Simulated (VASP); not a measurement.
Wanted: the native input for a VASP 6.6.1 run.

```yaml
Task: single point
Functional: PBE
Potentials_or_basis: VASP PAW PBE potentials, release 64 (Sr_sv, Al, O)
Cutoff: 520 eV
k_mesh: 6 × 6 × 4
Occupations: gaussian, width 0.1 eV
Spin: no spin polarisation
Dipole_correction: no
Further_INCAR_settings: ALGO = Normal; EDIFF = 1e-06; NBANDS = 22
```

The structure of Sr2AlO lies in POSCAR:

```
Sr2AlO
1.0
    4.9889408400      0.0000000000      0.0000000000
   -2.4944704200      4.3205495100      0.0000000000
    0.0000000000      0.0000000000      4.7860650500
Sr Al O
2 1 1
Direct
    0.3333333300      0.6666666700      0.9218877700
    0.6666666700      0.3333333300      0.9218877700
    0.0000000000      0.0000000000      0.6120277500
    0.0000000000      0.0000000000      0.8995459000
```

The input as run:

INCAR

```
SYSTEM = Sr2AlO
PREC = Accurate ; ENCUT = 520
EDIFF = 1E-6 ; ISMEAR = 0
SIGMA = 0.1 ; LREAL = .False.
LASPH = .True. ; NELM = 60
ALGO = Normal ; ISIF = 2
LWAVE = .False. ; LCHARG = .False.
GGA = PE ; NBANDS = 22
```

KPOINTS

```
Automatic mesh
0
Gamma
  6 6 4
  0 0 0
```

Potentials or basis: VASP PAW PBE potentials, release 64 (Sr_sv, Al, O).

Command:

```sh
$ cat potpaw_PBE.64/Sr_sv/POTCAR potpaw_PBE.64/Al/POTCAR potpaw_PBE.64/O/POTCAR > POTCAR
$ mpirun -np 1 vasp_std > vasp.out
```

Results of the run:

The pressure is 18.9 GPa and the largest force is 24.145 eV/Å.

Caveat: an odd number of electrons without spin polarisation forces a metal; a magnetic or distorted state may lie lower.

It took 43 s on 1 thread of AMD EPYC 9R14 (Zen 4), on a shared host, peak memory 0.22 GiB.
